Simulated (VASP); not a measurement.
# Cr (Pm-3m) in VASP: notebook

The runs below take Cr through single point, relaxation of cell and atoms, with LDA.

All numbers are computed with VASP 6.6.1; they aren't measurements. Logs are shortened: lines on timing, memory, paths and dates and some standing lists are left out, and cuts for length are marked.

## Step 1: The cell of the first run

It takes space group Pm-3m (No. 221, cubic). The conventional cell has a = 2.370 Å, b = 2.370 Å, c = 2.370 Å, α = 90.00°, β = 90.00°, γ = 90.00°. Within 3.1 Å of Cr (site symmetry m-3m) lie 6 Cr at 2.37 Å.

## Step 2: Single point, LDA (volume scaled by 1.12)

The input, INCAR:

```
SYSTEM = Cr
PREC = Accurate ; ENCUT = 520
EDIFF = 1E-7 ; ISMEAR = -1
SIGMA = 0.1 ; LREAL = .False.
LASPH = .True. ; NELM = 60
ALGO = Normal ; ISIF = 2
LWAVE = .False. ; LCHARG = .False.
GGA = CA ; NBANDS = 12
```

The input, KPOINTS:

```
Automatic mesh
0
Gamma
  15 15 15
  0 0 0
```

The input, POSCAR:

```
Cr
1.0
    2.3700810438      0.0000000000      0.0000000000
    0.0000000000      2.3700810438      0.0000000000
    0.0000000000      0.0000000000      2.3700810438
Cr
1
Direct
    0.0000000000      0.0000000000      0.0000000000
```

Potentials or basis: VASP PAW LDA potentials, release 64 (Cr_pv).

On the command line:

```bash
$ cat potpaw_LDA.64/Cr_pv/POTCAR > POTCAR
$ mpirun -np 1 vasp_std > vasp.out
```

OUTCAR:

```text
SYSTEM = Cr
   PREC = Accurate
   ENCUT = 520
   EDIFF = 1E-7
   ISMEAR = -1
   LREAL = .False.
   LASPH = .True.
   NELM = 60
   ISIF = 2
   GGA = CA

 ion  position               nearest neighbor table
   1  0.000  0.000  0.000-

  LATTYP: Found a simple cubic cell.
 ALAT       =     2.3700810438

  Lattice vectors:

 A1 = (   2.3700810438,   0.0000000000,   0.0000000000)
 A2 = (   0.0000000000,   2.3700810438,   0.0000000000)
 A3 = (   0.0000000000,   0.0000000000,   2.3700810438)

Analysis of symmetry for initial positions (statically):
=====================================================================
 Subroutine PRICEL returns:
 Original cell was already a primitive cell.

 Routine SETGRP: Setting up the symmetry group for a
 simple cubic supercell.

 Subroutine GETGRP returns: Found 48 space group operations
 (whereof 48 operations were pure point group operations)
 out of a pool of 48 trial point group operations.

The static configuration has the point symmetry O_h .

Analysis of symmetry for dynamics (positions and initial velocities):
=====================================================================
 Subroutine PRICEL returns:
 Original cell was already a primitive cell.

 Routine SETGRP: Setting up the symmetry group for a
 simple cubic supercell.

 Subroutine GETGRP returns: Found 48 space group operations
 (whereof 48 operations were pure point group operations)
 out of a pool of 48 trial point group operations.

The dynamic configuration has the point symmetry O_h .

 Subroutine INISYM returns: Found 48 space group operations
 (whereof 48 operations are pure point group operations),
 and found     1 'primitive' translations

----------------------------------------------------------------------------------------

                                     Primitive cell

  volume of cell :      13.3134

  direct lattice vectors                    reciprocal lattice vectors
     2.370081044  0.000000000  0.000000000     0.421926500  0.000000000  0.000000000
     0.000000000  2.370081044  0.000000000     0.000000000  0.421926500  0.000000000
     0.000000000  0.000000000  2.370081044     0.000000000  0.000000000  0.421926500

  length of vectors
     2.370081044  2.370081044  2.370081044     0.421926500  0.421926500  0.421926500

  position of ions in fractional coordinates (direct lattice)
     0.000000000  0.000000000  0.000000000

  ion indices of the primitive-cell ions
   primitive index   ion index
                 1           1

----------------------------------------------------------------------------------------

 KPOINTS: Automatic mesh

Automatic generation of k-mesh.
 Grid dimensions read from file:
 generate k-points for:   15   15   15

 Generating k-lattice:

  Cartesian coordinates                     Fractional coordinates (reciprocal lattice)
     0.028128433  0.000000000  0.000000000     0.066666667  0.000000000  0.000000000
     0.000000000  0.028128433  0.000000000     0.000000000  0.066666667  0.000000000
     0.000000000  0.000000000  0.028128433     0.000000000  0.000000000  0.066666667

  Length of vectors
     0.028128433  0.028128433  0.028128433

  Shift w.r.t. Gamma in fractional coordinates (k-lattice)
     0.000000000  0.000000000  0.000000000

 Subroutine IBZKPT returns following result:
 ===========================================

 Found    120 irreducible k-points:

 Following reciprocal coordinates:
            Coordinates               Weight
  0.000000  0.000000  0.000000      1.000000
  0.066667  0.000000  0.000000      6.000000
  0.133333  0.000000  0.000000      6.000000
  0.200000  0.000000  0.000000      6.000000
  0.266667  0.000000  0.000000      6.000000
  0.333333  0.000000  0.000000      6.000000
[... 16 lines left out ...]
  0.266667  0.200000  0.000000     24.000000
  0.333333  0.200000  0.000000     24.000000
 [... further k-points ...]
   k-points           NKPTS =    120   k-points in BZ     NKDIM =    120   number of bands    NBANDS=     12
   number of dos      NEDOS =    301   number of ions     NIONS =      1
   total plane-waves  NPLWV =   5832
   dimension x,y,z NGX =    18 NGY =   18 NGZ =   18
   dimension x,y,z NGXF=    36 NGYF=   36 NGZF=   36
   ions per type =               1
   NGX,Y,Z   is equivalent  to a cutoff of  12.63, 12.63, 12.63 a.u.
   NGXF,Y,Z  is equivalent  to a cutoff of  25.25, 25.25, 25.25 a.u.
 SYSTEM =  Cr
   PREC   = accura    normal or accurate (medium, high low for compatibility)
   ISTART =      0    job   : 0-new  1-cont  2-samecut
   ICHARG =      2    charge: 1-file 2-atom 10-const
   ISPIN  =      1    spin polarized calculation?
   LNONCOLLINEAR =      F non collinear calculations
   LSORBIT =      F    spin-orbit coupling
   LASPH  =      T    aspherical Exc in radial PAW
   ENCUT  =  520.0 eV  38.22 Ry    6.18 a.u.   4.41  4.41  4.41*2*pi/ulx,y,z
   NELM   =     60;   NELMIN=  2; NELMDL= -5     # of ELM steps
   EDIFF  = 0.1E-06   stopping-criterion for ELM
   LREAL  =      F    real-space projection
   EDIFFG = 0.1E-05   stopping-criterion for IOM
   NSW    =      0    number of steps for IOM
   IBRION =     -1    ionic relax: 0-MD 1-quasi-New 2-CG
   NFREE  =      0    steps in history (QN), initial steepest desc. (CG)
   ISIF   =      2    stress and relaxation
   ISYM   =      2    0-nonsym 1-usesym 2-fastsym
   POTIM  = 0.5000    time-step for ionic-motion
   TEBEG  =    0.0;   TEEND  =   0.0 temperature during run
   PSTRESS=    0.0 pullay stress
   NELECT =      12.0000    total number of electrons
   NUPDOWN=      -1.0000    fix difference up-down
   EMIN   =  10.00;   EMAX   =-10.00  energy-range for DOS
   EFERMI =   0.00;   METHOD = LEGACY
   ISMEAR =    -1;   SIGMA  =   0.10  broadening in eV -4-tet -1-fermi 0-gaus
   EFERMI_NEDOS =   21; number of points for ismear=-14 and -15
   IALGO  =     38    algorithm
   IMIX   =      4    mixing-type and parameters
     AMIX     =   0.40;   BMIX     =  1.00
     AMIX_MAG =   1.60;   BMIX_MAG =  1.00
  volume/ion in A,a.u.               =      13.31        89.84
  Fermi-wavevector in a.u.,A,eV,Ry     =   1.581389  2.988392 34.025330  2.500791
  Thomas-Fermi vector in A             =   2.681472
   LORBIT       =      0    0 simple, 1 ext, 2 COOP (PROOUT), +10 PAW based schemes
   GGA     = CA    functional components
   LHFCALC =     F    Hartree Fock is set to
   AEXX    =    0.0000 exact exchange contribution
   IVDW    =     0    specifies the selected vdW correction
   LEPSILON=     F    determine dielectric tensor
   LRPA    =     F    only Hartree local field effects (RPA)
 non-spin polarized calculation
  energy-cutoff  :      520.00
  volume of cell :       13.31
 maximum number of plane-waves:       370
 NGX is ok and might be reduce to    18
   NGX =  9   NGY =  9   NGZ =  9

 number of electron      12.0000023 magnetization

 Free energy of the ion-electron system (eV)
  ---------------------------------------------------
  ext. energy  EPLUGINS =         0.00000000
  ---------------------------------------------------
  free energy    TOTEN  =        -9.51480936 eV

  energy without entropy =       -9.46112562  energy(sigma->0) =       -9.48796749

 E-fermi :   8.9147     XC(G=0): -13.0580

 val. band max:        8.9086154651   @ k =   0.4000   0.3333   0.2000
 cond. band min:       8.9166769135   @ k =   0.3333   0.2667   0.2000
 fundamental gap:      0.0080614484
 Fermi energy:         8.9146939845

 k-point     1 :       0.0000    0.0000    0.0000
  band No.  band energies     occupation
      1     -33.2371      2.00000
      2     -33.2371      2.00000
      3     -33.2371      2.00000
      4       1.8085      2.00000
      5       5.9433      2.00000
      6       5.9433      2.00000
      7      11.2387      0.00000
      8      11.2387      0.00000
      9      11.2387      0.00000
     10      14.6550      0.00000
     11      28.0016      0.00000
     12      28.0016      0.00000

 k-point     2 :       0.0667    0.0000    0.0000
  band No.  band energies     occupation
      1     -33.2794      2.00000
      2     -33.2335      2.00000
      3     -33.2335      2.00000
      4       1.9464      2.00000
      5       5.9725      2.00000
      6       6.0404      2.00000
      7      11.1459      0.00000
      8      11.1459      0.00000
      9      11.2459      0.00000
     10      14.6550      0.00000
     11      26.7532      0.00000
     12      28.2098      0.00000

 k-point     3 :       0.1333    0.0000    0.0000
  band No.  band energies     occupation
      1     -33.3984      2.00000
      2     -33.2232      2.00000
      3     -33.2232      2.00000
      4       2.3453      2.00000
      5       6.0559      2.00000
      6       6.3219      2.00000
      7      10.8913      0.00000
      8      10.8913      0.00000
      9      11.2661      0.00000
     10      14.6550      0.00000
     11      24.4632      0.00000
     12      28.8116      0.00000
[... 286 lines left out ...]
 k-point    23 :       0.2667    0.2000    0.0000
  band No.  band energies     occupation
      1     -33.7285      2.00000
      2     -33.5135      2.00000
      3     -33.1628      2.00000
      4       4.6152      2.00000
      5       6.7823      2.00000
      6       7.8045      1.99997
      7       9.7282      0.00059
      8      10.2403      0.00000
      9      10.7002      0.00000
     10      14.6548      0.00000
     11      20.7776      0.00000
     12      24.3939      0.00000

 k-point    24 :       0.3333    0.2000    0.0000
  band No.  band energies     occupation
      1     -33.9083      2.00000
      2     -33.4936      2.00000
      3     -33.1465      2.00000
      4       5.2569      2.00000
      5       6.8578      2.00000
      6       8.0221      1.99973
      7       9.9153      0.00009
      8      10.0574      0.00002
      9      10.7426      0.00000
     10      14.6546      0.00000
     11      18.8250      0.00000
     12      25.2373      0.00000

 [... further k-points ...]

------------------------ aborting loop because EDIFF is reached ----------------------------------------

  FORCE on cell =-STRESS in cart. coord.  units (eV):
  Direction    XX          YY          ZZ          XY          YZ          ZX
  --------------------------------------------------------------------------------------
  -------------------------------------------------------------------------------------
  Total       -1.6266247     -1.6266247     -1.6266247      0.0000000      0.0000000     -0.0000000
  in kB     -195.7529645   -195.7529645   -195.7529645      0.0000000      0.0000000     -0.0000000
  external PRESSURE =    -195.7529645 kB  Pullay stress =       0.0000000 kB

 VOLUME and BASIS-vectors are now :
 -----------------------------------------------------------------------------
  energy-cutoff  :      520.00
  volume of cell :       13.31
      direct lattice vectors                 reciprocal lattice vectors
     2.370081044  0.000000000  0.000000000     0.421926500  0.000000000  0.000000000
     0.000000000  2.370081044  0.000000000     0.000000000  0.421926500  0.000000000
     0.000000000  0.000000000  2.370081044     0.000000000  0.000000000  0.421926500

 POSITION                                       TOTAL-FORCE (eV/Angst)
 -----------------------------------------------------------------------------------
      0.00000      0.00000      0.00000         0.000000      0.000000      0.000000
 -----------------------------------------------------------------------------------
    total drift:                               -0.000000      0.000000      0.000000

  FREE ENERGIE OF THE ION-ELECTRON SYSTEM (eV)
  ---------------------------------------------------
  free  energy   TOTEN  =        -9.5148093590 eV

  energy  without entropy=       -9.4611256219  energy(sigma->0) =       -9.48796749
```

Run time: 18 s. Hardware: 1 thread of Intel Xeon 8259CL, shared host; peak memory 0.12 GiB.

Results:

- Free energy: -9.5148 eV
- Pressure: -19.6 GPa
- Band gap on the k mesh: zero (band 6 reaches 9.86 eV, above the bottom of band 7 at 8.26 eV)

Levels at points of the mesh, in eV from the Fermi level:
```
           k point  band 4  band 5  band 6  band 7  band 8  band 9
(0.00, 0.00, 0.00)   -7.11   -2.97   -2.97    2.32    2.32    2.32
```

Caveat: the run has no spin polarisation, though such a crystal can be magnetic.

(Continued in part 2 of 3.)
